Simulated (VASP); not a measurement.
A run of VASP 6.6.1 is set up as follows.

INCAR

```
PREC     = Accurate       # precision mode
ENCUT    = 520            # plane-wave cutoff, eV
EDIFF    = 1E-6           # SCF threshold, eV
ISMEAR   = 0              # smearing method
SIGMA    = 0.15           # smearing width, eV
LREAL    = False          # projectors in reciprocal space
LASPH    = True           # aspherical terms in the spheres
NELM     = 100            # most SCF steps
ALGO     = Fast           # electronic algorithm
ISIF     = 2              # what is computed and relaxed
LWAVE    = False          # write WAVECAR
LCHARG   = False          # write CHGCAR
GGA      = CA             # functional
NBANDS   = 18             # bands
```

The input KPOINTS:

```
Automatic mesh
0
Gamma
  18 18 14
```

Contents of POSCAR:

```
Cu
1.0
    0.0000000000     -1.8075000000     -1.8075000000
    0.0000000000      1.8075000000     -1.8075000000
    3.6150000000      0.0000000000      0.0000000000
Cu
2
Direct
    0.5000000000      0.5000000000      0.4170124481
    0.0000000000      0.0000000000      0.0829875519
```

Potentials or basis: VASP PAW LDA potentials, release 64 (Cu).

The run is started by

```bash
$ cat potpaw_LDA.64/Cu/POTCAR > POTCAR
$ mpirun -np 1 vasp_std > vasp.out
```

**Question.** Estimate the largest force.

**Answer.** 4.415 eV/Å.

**Question.** Estimate the pressure.

**Answer.** 22.7 GPa.

**Question.** Estimate the band gap on the k mesh.

**Answer.** Zero (bands 11 and 12 overlap by 5.77 eV).

Stress tensor (GPa, compression positive):
```
15.70  0.00  0.00
 0.00 26.14  0.00
 0.00  0.00 26.14
```

Caveat: the cell differs from its parent crystal (atoms displaced along a vibrational mode); the stress differs along the axes, from 16 to 26 GPa; forces of over 1 eV/Å act on the atoms, so gaps and moduli don't describe the material at rest.
